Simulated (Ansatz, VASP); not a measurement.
## Te2Mo: VASP beside Ansatz

Contents of INCAR:

```
PREC = Accurate ; ENCUT = 520
EDIFF = 1E-7 ; ISMEAR = 0
SIGMA = 0.05 ; LREAL = False
LASPH = True ; NELM = 80
ALGO = Normal ; ISIF = 2
LWAVE = False ; LCHARG = False
GGA = PE ; IVDW = 12
NBANDS = 20
```

KPOINTS

```
regular mesh
0
Gamma
  9 9 4
```

Contents of POSCAR:

```
Te2Mo
1.0
    3.3728278289      0.0000000000      0.0000000000
   -1.6864139145      2.9209545824      0.0000000000
    0.0000000000      0.0000000000      8.1582734926
Te Mo
2 1
Direct
    0.3247932314      0.6495864627      0.7614144829
    0.3418734353      0.6837468706      0.2385855171
    0.0000000000      0.0000000000      0.0000000000
```

Input for Ansatz:

```yaml
crystal:
  lattice:
    - [3.3728278289, 0.0, 0.0]
    - [-1.6864139145, 2.9209545824, 0.0]
    - [0.0, 0.0, 8.1582734926]
  atoms:
    - { symbol: Te, position: [0.3247932314, 0.6495864627, 0.7614144829] }
    - { symbol: Te, position: [0.3418734353, 0.6837468706, 0.2385855171] }
    - { symbol: Mo, position: [0.0, 0.0, 0.0] }
basis:
  ecutwfc: 420
kpoints:
  mp_grid: { grid: [9, 9, 4] }
hamiltonian:
  xc: pbe
  dispersion: d3bj
scf:
  occupations: { method: gaussian, width: 0.05 }
output:
  forces: true
  stress: true
  eigenvalues: true
```

Change from the starting cell: mode 5 frozen in at -0.052 Å, strain +e along z and -e/2 along x and y +0.0700.

Alike in both runs: task single point; functional PBE; dispersion D3(BJ); k mesh 9 × 9 × 4; occupations gaussian, width 0.05 eV; no spin polarisation.

```csv
,VASP,Ansatz
version,VASP 6.6.1,Ansatz 0.2.0
potentials or method,"VASP PAW PBE potentials, release 64 (Te, Mo_sv), cutoff 520 eV","scalar-relativistic, plane waves, PAW"
valence electrons in the cell,26,46
```

Ansatz gave:

```
gap on the k mesh at the Fermi level (eV)                     : 0.53
least direct gap on the mesh (eV)                             : 1.07
pressure (GPa)                                                : -0.9
traceless stress, the component that is largest in VASP (GPa) : -7.32
rms of the force components (eV/Å)                            : 0.428
```

What did VASP give for the same quantities?

gap on the k mesh at the Fermi level (eV): 0.53; least direct gap on the mesh (eV): 1.07; pressure (GPa): -0.9; traceless stress, the component that is largest in VASP (GPa): -7.28; rms of the force components (eV/Å): 0.425.

Atom by atom the forces differ by 0.003 eV/Å (rms over components). VASP's potentials hold 26 valence electrons a cell and Ansatz's 46, so a difference there can come from the potentials and not from the codes.

Neither program's run includes spin-orbit coupling.
